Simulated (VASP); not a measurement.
# BN (pbe) (P6_3mc) in VASP: further runs

The runs below take BN (pbe) through single point, relaxation of the atoms, with PBE.

All numbers are computed with VASP 6.6.1; they aren't measurements. Logs are shortened: lines on timing, memory, paths and dates and some standing lists are left out, and cuts for length are marked.

## Step 1: The cell of the first run

The structure is hexagonal, space group P6_3mc (No. 186). Conventional cell: a = 2.516 Å, b = 2.516 Å, c = 4.231 Å, α = 90.00°, β = 90.00°, γ = 120.00°. B (site symmetry 3m) has 4 N at 1.55 to 1.58 Å within 2.1 Å. N (site symmetry 3m) has 4 B at 1.55 to 1.58 Å within 2.1 Å.

## Step 2: Single point, PBE

INCAR reads:

```
PREC = Accurate
ENCUT = 520
EDIFF = 1E-7
ISMEAR = 0
SIGMA = 0.01
LREAL = False
LASPH = True
NELM = 100
ALGO = Normal
ISIF = 2
LWAVE = False
LCHARG = False
GGA = PE
NBANDS = 16
```

KPOINTS reads:

```
regular mesh
0
Gamma
  9 9 6
```

POSCAR reads:

```
BN
1.0
    2.5157504731      0.0000000000      0.0000000000
   -1.2578752366      2.1787038193      0.0000000000
    0.0000000000      0.0000000000      4.2312112577
B N
2 2
Direct
    0.3333333333      0.6666666667     -0.0001063907
    0.6666666667      0.3333333333      0.4998936093
    0.3333333333      0.6666666667      0.3741063907
    0.6666666667      0.3333333333      0.8741063907
```

Potentials or basis: VASP PAW PBE potentials, release 64 (B, N).

Run with:

```bash
$ cat potpaw_PBE.64/B/POTCAR potpaw_PBE.64/N/POTCAR > POTCAR
$ mpirun -np 1 vasp_std > vasp.out
```

OUTCAR:

```text
PREC = Accurate
   ENCUT = 520
   EDIFF = 1E-7
   ISMEAR = 0
   LREAL = False
   LASPH = True
   NELM = 100
   ISIF = 2
   GGA = PE

 ion  position               nearest neighbor table
   1  0.333  0.667  1.000-   4 1.55   4 1.55   4 1.55   3 1.58
   2  0.667  0.333  0.500-   3 1.55   3 1.55   3 1.55   4 1.58
   3  0.333  0.667  0.374-   2 1.55   2 1.55   2 1.55   1 1.58
   4  0.667  0.333  0.874-   1 1.55   1 1.55   1 1.55   2 1.58

  LATTYP: Found a hexagonal cell.
 ALAT       =     2.5157504731
 C/A-ratio  =     1.6818882886

  Lattice vectors:

 A1 = (   2.5157504731,   0.0000000000,   0.0000000000)
 A2 = (  -1.2578752366,   2.1787038193,   0.0000000000)
 A3 = (   0.0000000000,   0.0000000000,   4.2312112577)

Analysis of symmetry for initial positions (statically):
=====================================================================
 Subroutine PRICEL returns:
 Original cell was already a primitive cell.

 Routine SETGRP: Setting up the symmetry group for a
 hexagonal supercell.

 Subroutine GETGRP returns: Found 12 space group operations
 (whereof  6 operations were pure point group operations)
 out of a pool of 24 trial point group operations.

The static configuration has the point symmetry C_3v.
 The point group associated with its full space group is C_6v.

Analysis of symmetry for dynamics (positions and initial velocities):
=====================================================================
 Subroutine PRICEL returns:
 Original cell was already a primitive cell.

 Routine SETGRP: Setting up the symmetry group for a
 hexagonal supercell.

 Subroutine GETGRP returns: Found 12 space group operations
 (whereof  6 operations were pure point group operations)
 out of a pool of 24 trial point group operations.

The dynamic configuration has the point symmetry C_3v.
 The point group associated with its full space group is C_6v.

 Subroutine INISYM returns: Found 12 space group operations
 (whereof  6 operations are pure point group operations),
 and found     1 'primitive' translations

----------------------------------------------------------------------------------------

                                     Primitive cell

  volume of cell :      23.1916

  direct lattice vectors                    reciprocal lattice vectors
[... 86 lines left out ...]
   LNONCOLLINEAR =      F non collinear calculations
   LSORBIT =      F    spin-orbit coupling
   LASPH  =      T    aspherical Exc in radial PAW
   ENCUT  =  520.0 eV  38.22 Ry    6.18 a.u.   4.68  4.68  7.87*2*pi/ulx,y,z
   NELM   =    100;   NELMIN=  2; NELMDL= -5     # of ELM steps
   EDIFF  = 0.1E-06   stopping-criterion for ELM
   LREAL  =      F    real-space projection
   EDIFFG = 0.1E-05   stopping-criterion for IOM
   NSW    =      0    number of steps for IOM
   IBRION =     -1    ionic relax: 0-MD 1-quasi-New 2-CG
   NFREE  =      0    steps in history (QN), initial steepest desc. (CG)
   ISIF   =      2    stress and relaxation
   ISYM   =      2    0-nonsym 1-usesym 2-fastsym
   POTIM  = 0.5000    time-step for ionic-motion
   TEBEG  =    0.0;   TEEND  =   0.0 temperature during run
   PSTRESS=    0.0 pullay stress
   NELECT =      16.0000    total number of electrons
   NUPDOWN=      -1.0000    fix difference up-down
   EMIN   =  10.00;   EMAX   =-10.00  energy-range for DOS
   EFERMI =   0.00;   METHOD = LEGACY
   ISMEAR =     0;   SIGMA  =   0.01  broadening in eV -4-tet -1-fermi 0-gaus
   EFERMI_NEDOS =   21; number of points for ismear=-14 and -15
   IALGO  =     38    algorithm
   IMIX   =      4    mixing-type and parameters
     AMIX     =   0.40;   BMIX     =  1.00
     AMIX_MAG =   1.60;   BMIX_MAG =  1.00
  volume/ion in A,a.u.               =       5.80        39.13
  Fermi-wavevector in a.u.,A,eV,Ry     =   1.446565  2.733612 28.470882  2.092551
  Thomas-Fermi vector in A             =   2.564619
   LORBIT       =      0    0 simple, 1 ext, 2 COOP (PROOUT), +10 PAW based schemes
   GGA     = PE    functional components
   LHFCALC =     F    Hartree Fock is set to
   AEXX    =    0.0000 exact exchange contribution
   IVDW    =     0    specifies the selected vdW correction
   LEPSILON=     F    determine dielectric tensor
   LRPA    =     F    only Hartree local field effects (RPA)
 non-spin polarized calculation
 Gauss-broadening in eV      SIGMA  =   0.01
  energy-cutoff  :      520.00
  volume of cell :       23.19
 maximum number of plane-waves:       640
 NGX is ok and might be reduce to    20
   NGX =  9   NGY =  9   NGZ = 15

 number of electron      15.9999998 magnetization

 Free energy of the ion-electron system (eV)
  ---------------------------------------------------
  ext. energy  EPLUGINS =         0.00000000
  ---------------------------------------------------
  free energy    TOTEN  =       -34.79291673 eV

  energy without entropy =      -34.79291673  energy(sigma->0) =      -34.79291673

 E-fermi :   7.8739     XC(G=0): -12.9064

 val. band max:        7.8190062140   @ k =   0.0000   0.0000   0.0000
 cond. band min:      12.8945210567   @ k =   0.3333   0.3333   0.0000
 fundamental gap:      5.0755148427
 Fermi energy:         7.8738921452

 k-point     1 :       0.0000    0.0000    0.0000
  band No.  band energies     occupation
      1     -12.8307      2.00000
      2      -8.7382      2.00000
      3      -3.3431      2.00000
      4       5.7736      2.00000
      5       5.7736      2.00000
      6       7.4524      2.00000
[... 433 lines left out ...]
      3      -1.4238      2.00000
      4      -0.1235      2.00000
      5      -0.1235      2.00000
      6       1.7210      2.00000
[... 8 lines left out ...]
     15      24.0932      0.00000
     16      24.0932      0.00000

 [... further k-points ...]
[... 5 lines left out ...]
  --------------------------------------------------------------------------------------
  -------------------------------------------------------------------------------------
  Total        2.5228399      2.5228399      0.0601759     -0.0000000     -0.0000000      0.0000000
  in kB      174.2889322    174.2889322      4.1572187     -0.0000000     -0.0000000      0.0000000
  external PRESSURE =     117.5783610 kB  Pullay stress =       0.0000000 kB

 VOLUME and BASIS-vectors are now :
 -----------------------------------------------------------------------------
  energy-cutoff  :      520.00
  volume of cell :       23.19
      direct lattice vectors                 reciprocal lattice vectors
     2.515750473  0.000000000  0.000000000     0.397495702  0.229494250  0.000000000
    -1.257875237  2.178703819  0.000000000     0.000000000  0.458988501  0.000000000
     0.000000000  0.000000000  4.231211258     0.000000000  0.000000000  0.236338944

 POSITION                                       TOTAL-FORCE (eV/Angst)
 -----------------------------------------------------------------------------------
     -0.00000      1.45247      4.23076         0.000000     -0.000000      0.008928
      1.25788      0.72623      2.11516        -0.000000      0.000000      0.008928
     -0.00000      1.45247      1.58292        -0.000000      0.000000     -0.008928
      1.25788      0.72623      3.69853         0.000000     -0.000000     -0.008928
 -----------------------------------------------------------------------------------
    total drift:                               -0.000000      0.000000     -0.000346

  FREE ENERGIE OF THE ION-ELECTRON SYSTEM (eV)
  ---------------------------------------------------
  free  energy   TOTEN  =       -34.7929167298 eV

  energy  without entropy=      -34.7929167298  energy(sigma->0) =      -34.79291673
```

OSZICAR:

```text
N       E                     dE             d eps       ncg     rms          rms(c)
DAV:   1     0.415396342930E+02    0.41540E+02   -0.82374E+03  1552   0.965E+02
DAV:   2    -0.345501294597E+02   -0.76090E+02   -0.71571E+02  2272   0.236E+02
DAV:   3    -0.367949189609E+02   -0.22448E+01   -0.22395E+01  1664   0.370E+01
DAV:   4    -0.368000532403E+02   -0.51343E-02   -0.51336E-02  1928   0.200E+00
DAV:   5    -0.368000673292E+02   -0.14089E-04   -0.14089E-04  1656   0.962E-02    0.965E+00
DAV:   6    -0.349728924836E+02    0.18272E+01   -0.22464E+00  1904   0.137E+01    0.461E+00
DAV:   7    -0.348227445486E+02    0.15015E+00   -0.33692E-01  1968   0.468E+00    0.279E+00
DAV:   8    -0.347938269065E+02    0.28918E-01   -0.54569E-02  1792   0.192E+00    0.261E-01
DAV:   9    -0.347926457239E+02    0.11812E-02   -0.19987E-03  1736   0.532E-01    0.141E-01
DAV:  10    -0.347929084578E+02   -0.26273E-03   -0.47474E-04  1824   0.172E-01    0.257E-02
DAV:  11    -0.347929147678E+02   -0.63100E-05   -0.30788E-05  1872   0.537E-02    0.146E-02
DAV:  12    -0.347929166323E+02   -0.18646E-05   -0.53094E-06  1824   0.230E-02    0.203E-03
DAV:  13    -0.347929167298E+02   -0.97451E-07   -0.15887E-07  1448   0.458E-03
   1 F= -.34792917E+02 E0= -.34792917E+02  d E =-.191742E-17
```

Wall time 7.1 s (1 thread of Intel Xeon 6975P-C (Granite Rapids), shared host); peak memory 0.13 GiB.

What came out:

| Quantity | Value |
| --- | --- |
| Free energy | -34.7929 eV |
| Pressure | 11.8 GPa |
| Largest force | 0.009 eV/Å |
| Band gap on the k mesh | 5.08 eV, indirect (least direct gap 8.17 eV) |

Forces in eV/Å, atoms in the order of the input:
```
B    0.000  0.000  0.009
B    0.000  0.000  0.009
N    0.000  0.000 -0.009
N    0.000  0.000 -0.009
```

## Step 3: Relaxation of the atoms, PBE (strained cell)

INCAR reads:

```
SYSTEM = BN
PREC     = Accurate       ! precision mode
ENCUT    = 520            ! plane-wave cutoff, eV
EDIFF    = 1E-6           ! SCF threshold, eV
ISMEAR   = 0              ! smearing method
SIGMA    = 0.02           ! smearing width, eV
LREAL    = .FALSE.        ! projectors in reciprocal space
LASPH    = .TRUE.         ! aspherical terms in the spheres
NELM     = 60             ! most SCF steps
ALGO     = Normal         ! electronic algorithm
ISIF     = 2              ! what is computed and relaxed
LWAVE    = .FALSE.        ! write WAVECAR
LCHARG   = .FALSE.        ! write CHGCAR
GGA      = PE             ! functional
IBRION   = 2              ! ionic algorithm
NSW      = 60             ! ionic steps
EDIFFG   = -0.002         ! ionic threshold
```

KPOINTS reads:

```
Automatic mesh
0
G
  9 9 6
  0 0 0
```

POSCAR reads:

```
BN
1.0
    2.5157504731      0.0000000000      0.0000000000
   -1.2578752366      2.1787038193      0.0000000000
    0.0000000000      0.0000000000      4.1351800715
B N
2 2
Direct
    0.3333333333      0.6666666667     -0.0001748391
    0.6666666667      0.3333333333      0.4998251609
    0.3333333333      0.6666666667      0.3741748391
    0.6666666667      0.3333333333      0.8741748391
```

Potentials or basis: VASP PAW PBE potentials, release 64 (B, N).

Run with:

```bash
$ cat potpaw_PBE.64/B/POTCAR potpaw_PBE.64/N/POTCAR > POTCAR
$ mpirun -np 1 vasp_std > vasp.out
```

Run time: 8.7 s. Hardware: 1 thread of Intel Xeon 6975P-C (Granite Rapids), shared host; peak memory 0.13 GiB.

It converged, with:

```yaml
Free_energy: -34.7492 eV
Energy_gained_by_relaxing: 0.0 meV/atom
Ionic_steps: 3
Pressure_after_relaxing: 21.7 GPa
Band_gap_on_the_k_mesh: 5.14 eV, indirect (least direct gap 8.45 eV)
```

Stress tensor (GPa, compression positive):
```
19.39  0.00  0.00
 0.00 19.39  0.00
 0.00  0.00 26.31
```

Final structure:
```cif
data_structure
_symmetry_space_group_name_H-M 'P 1'
_symmetry_Int_Tables_number 1
_cell_length_a 2.5158
_cell_length_b 2.5158
_cell_length_c 4.1352
_cell_angle_alpha 90.000
_cell_angle_beta 90.000
_cell_angle_gamma 120.000
_cell_volume 22.67
loop_
_atom_site_label
_atom_site_type_symbol
_atom_site_fract_x
_atom_site_fract_y
_atom_site_fract_z
_atom_site_occupancy
B1 B 0.33333 0.66667 0.99978 1
B2 B 0.66667 0.33333 0.49978 1
N1 N 0.33333 0.66667 0.37422 1
N2 N 0.66667 0.33333 0.87422 1
```

Levels at points of the mesh, in eV from the valence-band top:
```csv
k point,band 5,band 6,band 7,band 8,band 9,band 10,band 11,band 12
"(0.00, 0.00, 0.00)",-2.27,-0.27,0.00,0.00,8.48,8.48,9.05,9.92
"(0.00, 0.00, 0.50)",-1.26,-1.26,-1.26,-1.26,9.80,9.80,10.11,10.11
```

Caveat: the cell differs from its parent crystal (strained cell). A k mesh can miss the band edges.

## Step 4: Relaxation of the atoms, PBE (strained cell)

INCAR reads:

```
PREC = Accurate
ENCUT = 520
EDIFF = 1E-6
ISMEAR = 0
SIGMA = 0.02
LREAL = F
LASPH = T
NELM = 60
ALGO = Normal
ISIF = 2
LWAVE = F
LCHARG = F
GGA = PE
IBRION = 2
NSW = 60
EDIFFG = -0.002
```

KPOINTS reads:

```
regular mesh
0
Gamma
  9 9 6
```

POSCAR reads:

```
BN
1.0
    2.5157504731      0.0000000000      0.0000000000
   -1.2578752366      2.1787038193      0.0000000000
    0.0000000000      0.0000000000      4.2337374084
B N
2 2
Direct
    0.3333333333      0.6666666667     -0.0002287589
    0.6666666667      0.3333333333      0.4997712411
    0.3333333333      0.6666666667      0.3742287589
    0.6666666667      0.3333333333      0.8742287589
```

Potentials or basis: VASP PAW PBE potentials, release 64 (B, N).

Run with:

```bash
$ cat potpaw_PBE.64/B/POTCAR potpaw_PBE.64/N/POTCAR > POTCAR
$ mpirun -np 1 vasp_std > vasp.out
```

OUTCAR:

```text
PREC = Accurate
   ENCUT = 520
   EDIFF = 1E-6
   ISMEAR = 0
   LREAL = F
   LASPH = T
   NELM = 60
   ISIF = 2
   GGA = PE
   IBRION = 2
   NSW = 60
   EDIFFG = -0.002

 ion  position               nearest neighbor table
   1  0.333  0.667  1.000-   4 1.55   4 1.55   4 1.55   3 1.59
   2  0.667  0.333  0.500-   3 1.55   3 1.55   3 1.55   4 1.59
   3  0.333  0.667  0.374-   2 1.55   2 1.55   2 1.55   1 1.59
   4  0.667  0.333  0.874-   1 1.55   1 1.55   1 1.55   2 1.59

  LATTYP: Found a hexagonal cell.
 ALAT       =     2.5157504731
 C/A-ratio  =     1.6828924226

  Lattice vectors:

 A1 = (   2.5157504731,   0.0000000000,   0.0000000000)
 A2 = (  -1.2578752366,   2.1787038193,   0.0000000000)
 A3 = (   0.0000000000,   0.0000000000,   4.2337374084)

Analysis of symmetry for initial positions (statically):
=====================================================================
 Subroutine PRICEL returns:
 Original cell was already a primitive cell.

 Routine SETGRP: Setting up the symmetry group for a
 hexagonal supercell.

 Subroutine GETGRP returns: Found 12 space group operations
 (whereof  6 operations were pure point group operations)
 out of a pool of 24 trial point group operations.

The static configuration has the point symmetry C_3v.
 The point group associated with its full space group is C_6v.

Analysis of symmetry for dynamics (positions and initial velocities):
=====================================================================
 Subroutine PRICEL returns:
 Original cell was already a primitive cell.

 Routine SETGRP: Setting up the symmetry group for a
 hexagonal supercell.

 Subroutine GETGRP returns: Found 12 space group operations
 (whereof  6 operations were pure point group operations)
 out of a pool of 24 trial point group operations.

The dynamic configuration has the point symmetry C_3v.
 The point group associated with its full space group is C_6v.

 Subroutine INISYM returns: Found 12 space group operations
 (whereof  6 operations are pure point group operations),
 and found     1 'primitive' translations
[... 136 lines left out ...]
 NGX is ok and might be reduce to    20
   NGX =  9   NGY =  9   NGZ = 15

--------------------------------------- Ionic step        1  -------------------------------------------

 number of electron      15.9999998 magnetization

 Free energy of the ion-electron system (eV)
  ---------------------------------------------------
  ext. energy  EPLUGINS =         0.00000000
  ---------------------------------------------------
  free energy    TOTEN  =       -34.79291586 eV

  energy without entropy =      -34.79291586  energy(sigma->0) =      -34.79291586

------------------------ aborting loop because EDIFF is reached ----------------------------------------

  FORCE on cell =-STRESS in cart. coord.  units (eV):
  Direction    XX          YY          ZZ          XY          YZ          ZX
  --------------------------------------------------------------------------------------
  -------------------------------------------------------------------------------------
  Total        2.5210921      2.5210921     -0.0288424     -0.0000000      0.0000000      0.0000000
  in kB      174.0642636    174.0642636     -1.9913726     -0.0000000      0.0000000      0.0000000
  external PRESSURE =     115.3790515 kB  Pullay stress =       0.0000000 kB
[... 63 lines left out ...]
--------------------------------------- Ionic step        3  -------------------------------------------

 number of electron      15.9999998 magnetization

 Free energy of the ion-electron system (eV)
  ---------------------------------------------------
  ext. energy  EPLUGINS =         0.00000000
  ---------------------------------------------------
  free energy    TOTEN  =       -34.79296060 eV

  energy without entropy =      -34.79296060  energy(sigma->0) =      -34.79296060

 E-fermi :   7.9676     XC(G=0): -12.9035

 val. band max:        7.8139498432   @ k =   0.0000   0.0000   0.0000
 cond. band min:      12.8827873058   @ k =   0.3333   0.3333   0.0000
 fundamental gap:      5.0688374626
 Fermi energy:         7.9675692973

 k-point     1 :       0.0000    0.0000    0.0000
  band No.  band energies     occupation
      1     -12.8312      2.00000
      2      -8.7468      2.00000
      3      -3.3469      2.00000
      4       5.7732      2.00000
      5       5.7732      2.00000
      6       7.4397      2.00000
      7       7.8139      2.00000
      8       7.8139      2.00000
      9      15.9600      0.00000
     10      16.4083      0.00000
     11      16.4083      0.00000
     12      17.9075      0.00000
[... 331 lines left out ...]
 k-point    24 :       0.3333    0.3333    0.1667
  band No.  band energies     occupation
      1      -7.3274      2.00000
      2      -7.3274      2.00000
      3      -1.4242      2.00000
      4      -0.1278      2.00000
      5      -0.1278      2.00000
      6       1.7150      2.00000
      7       3.0604      2.00000
      8       3.0604      2.00000
      9      13.6070      0.00000
     10      19.6024      0.00000
     11      19.6024      0.00000
     12      21.5049      0.00000

 [... further k-points ...]
[... 5 lines left out ...]
  --------------------------------------------------------------------------------------
  -------------------------------------------------------------------------------------
  Total        2.5151540      2.5151540     -0.0326768     -0.0000000      0.0000000     -0.0000000
  in kB      173.6542793    173.6542793     -2.2561130     -0.0000000      0.0000000     -0.0000000
  external PRESSURE =     115.0174819 kB  Pullay stress =       0.0000000 kB
[... 19 lines left out ...]
  FREE ENERGIE OF THE ION-ELECTRON SYSTEM (eV)
  ---------------------------------------------------
  free  energy   TOTEN  =       -34.7929605950 eV

  energy  without entropy=      -34.7929605950  energy(sigma->0) =      -34.79296060

 reached required accuracy - stopping structural energy minimisation
```

CONTCAR:

```text
BN
   1.00000000000000
     2.5157504731000002    0.0000000000000000    0.0000000000000000
    -1.2578752365999999    2.1787038192999999    0.0000000000000000
     0.0000000000000000    0.0000000000000000    4.2337374083999997
  B               N
     2     2
Direct
     0.3333333332999970    0.6666666667000030    0.9999328120276558
     0.6666666667000030    0.3333333332999970    0.4999328120276557
     0.3333333332999970    0.6666666667000030    0.3740671879723466
     0.6666666667000030    0.3333333332999970    0.8740671879723466

  0.00000000E+00  0.00000000E+00  0.00000000E+00
  0.00000000E+00  0.00000000E+00  0.00000000E+00
  0.00000000E+00  0.00000000E+00  0.00000000E+00
  0.00000000E+00  0.00000000E+00  0.00000000E+00
```

Wall time 9.4 s (1 thread of Intel Xeon 6975P-C (Granite Rapids), shared host); peak memory 0.13 GiB.

Results:

```
Free energy               : -34.7930 eV
Energy gained by relaxing : 0.0 meV/atom
Ionic steps               : 3
Pressure after relaxing   : 11.5 GPa
Band gap on the k mesh    : 5.07 eV, indirect (least direct gap 8.15 eV)
```

Final structure:
```
B N
1.0
     2.51575    0.00000    0.00000
    -1.25788    2.17870    0.00000
     0.00000    0.00000    4.23374
B N
2 2
Cartesian
  0.0000 1.4525 4.2335
  1.2579 0.7262 2.1166
  0.0000 1.4525 1.5837
  1.2579 0.7262 3.7006
```

Caveat: the cell differs from its parent crystal (strained cell).

(Continued in part 2 of 2.)
